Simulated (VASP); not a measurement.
The system is NiO.

```xyz
2
Lattice="0.0000 2.0859 2.0859 2.0859 0.0000 2.0859 2.0859 2.0859 0.0000" Properties=species:S:1:pos:R:3 pbc="T T T"
Ni    0.0000    0.0000    0.0000
O     2.0859    2.0859    2.0859
```

| Item | Value |
| --- | --- |
| Program | VASP 6.6.1 |
| Task | relaxation of cell and atoms |
| Functional | LDA |
| Potentials or basis | VASP PAW LDA potentials, release 64 (Ni, O) |
| Cutoff | 600 eV |
| k mesh | 11 × 11 × 11 |
| Occupations | fermi-dirac, width 0.05 eV |
| Spin | collinear spin, ferromagnetic start |
| Starting moments | [1.0, 0.0] μB |

At the start: pressure -19.9 GPa; volume 9.08 Å³/atom.

**Question.** Where does the relaxation end?

**Answer.** Over 6 steps the energy falls by 54.6 meV/atom and the volume is 8.27 Å³/atom (-8.9 %); space group Fm-3m (No. 225, to 0.05 Å); moment 0.28 μB per cell.

The path:
| step | energy change (eV) | largest force (eV/Å) | pressure (GPa) | volume (Å³) |
| --- | --- | --- | --- | --- |
| 1 | 0.0000 | 0.0000 | -19.86 | 18.15 |
| 2 | -0.0280 | 0.0000 | 23.55 | 15.35 |
| 3 | -0.1092 | 0.0000 | -0.28 | 16.56 |
| 4 | -0.1092 | 0.0000 | 0.24 | 16.52 |
| 5 | -0.1092 | 0.0000 | -0.20 | 16.55 |
| 6 | -0.1092 | 0.0000 | -0.02 | 16.54 |

Final structure:
```
Ni O
1.0
     0.00000    2.02222    2.02222
     2.02222    0.00000    2.02222
     2.02222    2.02222    0.00000
Ni O
1 1
Direct
  0.00000 0.00000 0.00000
  0.50000 0.50000 0.50000
```
